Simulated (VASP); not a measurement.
WC: single point with PBE

The system is WC.

```
CELL_PARAMETERS angstrom
2.68803 0.00000 0.00000
-1.34401 2.32790 0.00000
0.00000 0.00000 2.96096
ATOMIC_POSITIONS crystal
W 0.00000 0.00000 0.00000
C 0.66667 0.33333 0.50000
```

This cell differs from its parent crystal: strain -0.080 along x and y, +0.040 along z.

* Program: VASP 6.6.1
* Task: single point
* Functional: PBE
* Potentials or basis: VASP PAW PBE potentials, release 64 (W_sv, C)
* Cutoff: 520 eV
* k mesh: 24 × 24 × 22
* Occupations: gaussian, width 0.15 eV
* Spin: no spin polarisation
* Dipole correction: no
* Further INCAR settings: ALGO = Normal; EDIFF = 1e-07; NBANDS = 16

```yaml
Pressure: 64.8 GPa
Band_gap_on_the_k_mesh: zero (band 9 reaches 13.24 eV, above the bottom of band 10 at 11.96 eV)
```

Stress tensor (GPa, compression positive):
```
97.37  0.00  0.00
 0.00 97.37  0.00
 0.00  0.00 -0.32
```

Levels at points of the mesh, in eV from the Fermi level:
```tsv
k point	band 5	band 6	band 7	band 8	band 9	band 10	band 11	band 12	band 13	band 14
(0.00, 0.00, 0.00)	-15.35	-5.40	-2.95	-2.95	-1.06	3.69	3.69	5.68	5.68	8.38
(0.50, 0.00, 0.00)	-11.22	-7.42	-5.50	-4.37	0.25	2.27	6.20	6.69	6.93	9.74
(0.00, 0.00, 0.50)	-11.30	-9.57	-1.00	-1.00	-0.86	-0.86	1.57	5.48	5.48	10.51
(0.50, 0.00, 0.50)	-12.05	-7.33	-4.87	-3.92	0.28	4.93	6.13	7.30	10.11	12.00
```

Wall time 71 s on 1 thread of Intel(R) Xeon(R) 6975P-C (Granite Rapids) (shared host), peak memory 0.31 GiB.

Caveat: the cell differs from its parent crystal (strain -0.080 along x and y, +0.040 along z); spin-orbit coupling is left out, which moves the levels of the heavy elements.
